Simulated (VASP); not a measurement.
Crystal: B.

```xyz
8
Lattice="4.0099 0.0000 0.0000 0.0000 4.0099 0.0000 0.0000 0.0000 4.8555" Properties=species:S:1:pos:R:3 pbc="T T T"
B     3.1727    2.0049    0.9216
B     2.0049    3.1727    3.3493
B     2.0049    0.8372    3.3493
B     3.1727    2.0049    3.9339
B     0.8372    2.0049    3.9339
B     0.8372    2.0049    0.9216
B     2.0049    3.1727    1.5061
B     2.0049    0.8372    1.5061
```

```yaml
Program: VASP 6.6.1
Task: relaxation of cell and atoms
Functional: PBE
Potentials_or_basis: VASP PAW PBE potentials, release 64 (B)
Cutoff: 600 eV
k_mesh: 10 × 10 × 8
Occupations: gaussian, width 0.1 eV
Spin: no spin polarisation
```

At the start: pressure -0.3 GPa; volume 9.76 Å³/atom.

Task: Where does the relaxation end?

Result: Over 42 steps the energy falls by 266.9 meV/atom and the volume is 8.45 Å³/atom (-13.5 %); space group P4/mmm (No. 123, to 0.05 Å).

Step by step:
```csv
step,energy change (eV),largest force (eV/Å),pressure (GPa),volume (Å³)
1,0.0000,0.2465,-0.31,78.07
3,-0.0229,0.2610,0.65,77.68
5,-0.0551,0.0297,0.18,77.81
7,-0.0221,1.9361,-1.10,78.35
9,-0.0978,0.7714,-0.60,78.07
11,-0.1216,0.9120,-0.98,78.13
13,-0.2378,1.6358,-2.87,78.31
15,-0.2841,2.1243,-3.98,78.39
17,-0.3018,2.3887,-4.64,78.43
19,-0.3093,2.9766,-6.87,78.44
21,-0.3714,2.6237,-6.07,78.40
23,-0.6946,1.9983,-7.75,77.96
25,-1.3893,0.3402,-11.54,76.11
27,-1.4544,0.3833,-11.70,75.68
29,-1.5695,0.5742,-10.03,74.21
31,-1.6509,1.4851,13.47,63.72
33,-1.9831,0.7638,0.28,67.98
35,-2.1238,0.2061,1.29,66.98
37,-2.1338,0.0056,0.60,67.29
39,-2.1350,0.0298,0.12,67.51
41,-2.1351,0.0136,-0.01,67.56
42,-2.1351,0.0048,-0.02,67.57
```

Final structure:
```
B
1.0
     4.20312    0.00000    0.00000
     0.00000    4.20312    0.00000
     0.00000    0.00000    3.82454
B
8
Direct
  0.79664 0.50000 0.25006
  0.50000 0.79664 0.75006
  0.50000 0.20336 0.75006
  0.79664 0.50000 0.74994
  0.20336 0.50000 0.74994
  0.20336 0.50000 0.25006
  0.50000 0.79664 0.24994
  0.50000 0.20336 0.24994
```
